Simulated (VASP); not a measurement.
# Zr (P6_3/mmc) in VASP: single point with r2SCAN

Aim: the single point of Zr with r2SCAN.

Everything below comes from runs of VASP 6.6.1. Logs are shortened: lines on timing, memory, paths and dates and some standing lists are left out, and cuts for length are marked.

**1. The cell of the first run**

The structure is hexagonal, space group P6_3/mmc (No. 194). The conventional cell has a = 3.247 Å, b = 3.247 Å, c = 5.149 Å, α = 90.00°, β = 90.00°, γ = 120.00°. Within 4.2 Å of Zr (site symmetry -6m2) lie 12 Zr at 3.18 to 3.25 Å.

**2. Single point, r2SCAN**

POSCAR reads:

```
Zr
1.0
    3.2470665169      0.0000000000      0.0000000000
   -1.6235332584      2.8120420915      0.0000000000
    0.0000000000      0.0000000000      5.1492833356
Zr
2
Direct
    0.3333333333      0.6666666667      0.2500000000
    0.6666666667      0.3333333333      0.7500000000
```

INCAR.step1 reads:

```
SYSTEM = Zr
PREC = Accurate
ENCUT = 520
ISMEAR = 0
SIGMA = 0.1
LREAL = .FALSE.
LASPH = .TRUE.
NELM = 60
NBANDS = 19
GGA = PE
ALGO = Normal
EDIFF = 1E-4
LWAVE = .TRUE.
LCHARG = .FALSE.
```

INCAR.step2 reads:

```
SYSTEM = Zr
PREC = Accurate
ENCUT = 520
EDIFF = 1E-6
ISMEAR = 0
SIGMA = 0.1
LREAL = .FALSE.
LASPH = .TRUE.
NELM = 60
ALGO = Normal
ISIF = 2
LWAVE = .FALSE.
LCHARG = .TRUE.
METAGGA = R2SCAN
LMIXTAU = .TRUE.
LELF = .TRUE.
LVHAR = .TRUE.
NBANDS = 19
ISTART = 1
```

KPOINTS reads:

```
Automatic mesh
0
G
  15 15 8
  0 0 0
```

Potentials or basis: VASP PAW PBE potentials, release 64 (Zr_sv).

Command:

```bash
> cat potpaw_PBE.64/Zr_sv/POTCAR > POTCAR
> cp INCAR.step1 INCAR
> mpirun -np 1 vasp_std > vasp.out
> cp INCAR.step2 INCAR
> mpirun -np 1 vasp_std > vasp.out
```

OUTCAR:

```text
SYSTEM = Zr
   PREC = Accurate
   ENCUT = 520
   EDIFF = 1E-6
   ISMEAR = 0
   LREAL = .FALSE.
   LASPH = .TRUE.
   NELM = 60
   ISIF = 2
   METAGGA = R2SCAN
   ISTART = 1

 ion  position               nearest neighbor table
   1  0.333  0.667  0.250-   2 3.18   2 3.18   2 3.18   2 3.18   2 3.18   2 3.18
   2  0.667  0.333  0.750-   1 3.18   1 3.18   1 3.18   1 3.18   1 3.18   1 3.18

  LATTYP: Found a hexagonal cell.
 ALAT       =     3.2470665169
 C/A-ratio  =     1.5858262554

  Lattice vectors:

 A1 = (   3.2470665169,   0.0000000000,   0.0000000000)
 A2 = (  -1.6235332584,   2.8120420915,   0.0000000000)
 A3 = (   0.0000000000,   0.0000000000,   5.1492833356)

Analysis of symmetry for initial positions (statically):
=====================================================================
 Subroutine PRICEL returns:
 Original cell was already a primitive cell.

 Routine SETGRP: Setting up the symmetry group for a
 hexagonal supercell.

 Subroutine GETGRP returns: Found 24 space group operations
 (whereof 12 operations were pure point group operations)
 out of a pool of 24 trial point group operations.

The static configuration has the point symmetry D_3d.
 The point group associated with its full space group is D_6h.

Analysis of symmetry for dynamics (positions and initial velocities):
=====================================================================
 Subroutine PRICEL returns:
 Original cell was already a primitive cell.

 Routine SETGRP: Setting up the symmetry group for a
 hexagonal supercell.

 Subroutine GETGRP returns: Found 24 space group operations
 (whereof 12 operations were pure point group operations)
 out of a pool of 24 trial point group operations.

The dynamic configuration has the point symmetry D_3d.
 The point group associated with its full space group is D_6h.

 Subroutine INISYM returns: Found 24 space group operations
 (whereof 12 operations are pure point group operations),
 and found     1 'primitive' translations

----------------------------------------------------------------------------------------

                                     Primitive cell

  volume of cell :      47.0175

  direct lattice vectors                    reciprocal lattice vectors
     3.247066517  0.000000000  0.000000000     0.307970285  0.177806727  0.000000000
    -1.623533258  2.812042091  0.000000000     0.000000000  0.355613454  0.000000000
     0.000000000  0.000000000  5.149283336     0.000000000  0.000000000  0.194201782

  length of vectors
     3.247066517  3.247066517  5.149283336     0.355613454  0.355613454  0.194201782

[... 79 lines left out ...]
   NELM   =     60;   NELMIN=  2; NELMDL=  0     # of ELM steps
   EDIFF  = 0.1E-05   stopping-criterion for ELM
   LREAL  =      F    real-space projection
   EDIFFG = 0.1E-04   stopping-criterion for IOM
   NSW    =      0    number of steps for IOM
   IBRION =     -1    ionic relax: 0-MD 1-quasi-New 2-CG
   NFREE  =      0    steps in history (QN), initial steepest desc. (CG)
   ISIF   =      2    stress and relaxation
   ISYM   =      2    0-nonsym 1-usesym 2-fastsym
   POTIM  = 0.5000    time-step for ionic-motion
   TEBEG  =    0.0;   TEEND  =   0.0 temperature during run
   PSTRESS=    0.0 pullay stress
   NELECT =      24.0000    total number of electrons
   NUPDOWN=      -1.0000    fix difference up-down
   EMIN   =  10.00;   EMAX   =-10.00  energy-range for DOS
   EFERMI =   0.00;   METHOD = LEGACY
   ISMEAR =     0;   SIGMA  =   0.10  broadening in eV -4-tet -1-fermi 0-gaus
   EFERMI_NEDOS =   21; number of points for ismear=-14 and -15
   IALGO  =     38    algorithm
   IMIX   =      4    mixing-type and parameters
     AMIX     =   0.40;   BMIX     =  1.00
     AMIX_MAG =   1.60;   BMIX_MAG =  1.00
  volume/ion in A,a.u.               =      23.51       158.64
  Fermi-wavevector in a.u.,A,eV,Ry     =   1.308354  2.472431 23.290325  1.711791
  Thomas-Fermi vector in A             =   2.439027
   LORBIT       =      0    0 simple, 1 ext, 2 COOP (PROOUT), +10 PAW based schemes
   METAGGA = R2SCAN    functional components
   LHFCALC =     F    Hartree Fock is set to
   AEXX    =    0.0000 exact exchange contribution
   IVDW    =     0    specifies the selected vdW correction
   LEPSILON=     F    determine dielectric tensor
   LRPA    =     F    only Hartree local field effects (RPA)
 non-spin polarized calculation
 Gauss-broadening in eV      SIGMA  =   0.10
  energy-cutoff  :      520.00
  volume of cell :       47.02
 maximum number of plane-waves:      1296
   NGX = 13   NGY = 13   NGZ = 19

 number of electron      24.0000000 magnetization

 Free energy of the ion-electron system (eV)
  ---------------------------------------------------
  ext. energy  EPLUGINS =         0.00000000
  ---------------------------------------------------
  free energy    TOTEN  =       -45.50590362 eV

  energy without entropy =      -45.49819333  energy(sigma->0) =      -45.50204848

 E-fermi :   8.9528     XC(G=0): -11.9009

 val. band max:        8.9436415423   @ k =   0.3333   0.2000   0.5000
 cond. band min:       8.9639023361   @ k =   0.2667   0.2000   0.3750
 fundamental gap:      0.0202607938
 Fermi energy:         8.9528073129

 k-point     1 :       0.0000    0.0000    0.0000
  band No.  band energies     occupation
      1     -41.6440      2.00000
      2     -41.4812      2.00000
      3     -19.4930      2.00000
      4     -18.5962      2.00000
      5     -18.5962      2.00000
      6     -18.4579      2.00000
[... 505 lines left out ...]
      6     -18.9352      2.00000
[... 11 lines left out ...]
     18      14.0787      0.00000
     19      15.5475      0.00000

 [... further k-points ...]

------------------------ aborting loop because EDIFF is reached ----------------------------------------

  FORCE on cell =-STRESS in cart. coord.  units (eV):
  Direction    XX          YY          ZZ          XY          YZ          ZX
  --------------------------------------------------------------------------------------
  -------------------------------------------------------------------------------------
  Total       -0.0115992     -0.0115992     -0.0176649     -0.0000000      0.0000000     -0.0000000
  in kB       -0.3952565     -0.3952565     -0.6019518     -0.0000000      0.0000000     -0.0000000
  external PRESSURE =      -0.4641550 kB  Pullay stress =       0.0000000 kB

 VOLUME and BASIS-vectors are now :
 -----------------------------------------------------------------------------
  energy-cutoff  :      520.00
  volume of cell :       47.02
      direct lattice vectors                 reciprocal lattice vectors
     3.247066517  0.000000000  0.000000000     0.307970285  0.177806727  0.000000000
    -1.623533258  2.812042091  0.000000000     0.000000000  0.355613454  0.000000000
     0.000000000  0.000000000  5.149283336     0.000000000  0.000000000  0.194201782

 POSITION                                       TOTAL-FORCE (eV/Angst)
 -----------------------------------------------------------------------------------
     -0.00000      1.87469      1.28732         0.000000      0.000000      0.000000
      1.62353      0.93735      3.86196        -0.000000      0.000000      0.000000
 -----------------------------------------------------------------------------------
    total drift:                                0.000000     -0.000000      0.000000

  FREE ENERGIE OF THE ION-ELECTRON SYSTEM (eV)
  ---------------------------------------------------
  free  energy   TOTEN  =       -45.5059036196 eV

  energy  without entropy=      -45.4981933323  energy(sigma->0) =      -45.50204848
```

Run time: 7 min. Hardware: 1 thread of Oxide Virtual Turin-like, shared host; peak memory 0.2 GiB.

Results:

- Free energy: -45.5059 eV
- Pressure: 0.0 GPa
- Band gap on the k mesh: zero (bands 12 and 13 overlap by 1.27 eV)

Caveat: the PAW data sets were made with another functional, which shifts forces and pressure a little.

The gap in the log of VASP goes by the Fermi energy; the results here count the filled bands.